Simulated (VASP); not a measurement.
Runs of VASP 6.6.1 on VN. The structure is that of space group Fm-3m (No. 225), or close to it. The cells are those of the table. 

```csv
level,cell,gap on the mesh (eV),pressure (GPa),moment (μB)
BLYP,"a = 2.907 Å, angles 60.0°, 2 atoms",none,13.5,0.00
RPBE+D4,"a = 2.868 Å, angles 60.0°, 2 atoms",none,1.1,0.00
RPBE+D4,"a = 2.818 Å, angles 60.0°, 2 atoms",none,20.6,0.00
PBE+D4,"a = 2.866 Å, angles 60.0°, 2 atoms",none,7.8,0.00
PBE+D4,"a = 2.904 Å, angles 60.0°, 2 atoms",none,-5.6,0.00
RPBE+D4,"a = 2.849 Å, angles 60.0°, 2 atoms",none,(b),0.00
PBE+D4,"a = 2.848 Å, angles 60.0°, 2 atoms",none,14.8,0.00
PBE+D4,"a = 2.885 Å, angles 60.0°, 2 atoms",none,0.8,0.00
RPBE+D4,"a = 2.830 Å, angles 60.0°, 2 atoms",none,15.8,0.00
RPBE+D4,"a = 2.906 Å, angles 60.0°, 2 atoms",none,-10.9,0.01
RPBE+D4,"a = 2.887 Å, angles 60.0°, 2 atoms",none,(a),0.01
PBE+D4,"a = 2.846 Å, angles 60.0°, 2 atoms",none,15.6,0.00
```

Alike in all rows: task single point; potentials or basis VASP PAW PBE potentials, release 64 (V_sv, N); spin collinear, ferromagnetic start; k mesh 10 × 10 × 10; cutoff (eV) 600; smearing gaussian 0.05 eV.

Problem. Estimate the missing entries.

Solution. (a) -5.2; (b) 8.1.

Caveats: pairwise dispersion overbinds metals, which lowers pressure and volume (some runs); the PAW data sets were made with another functional, which shifts forces and pressure a little (some runs).

A gap of «none» marks levels without a gap at the run's occupations.
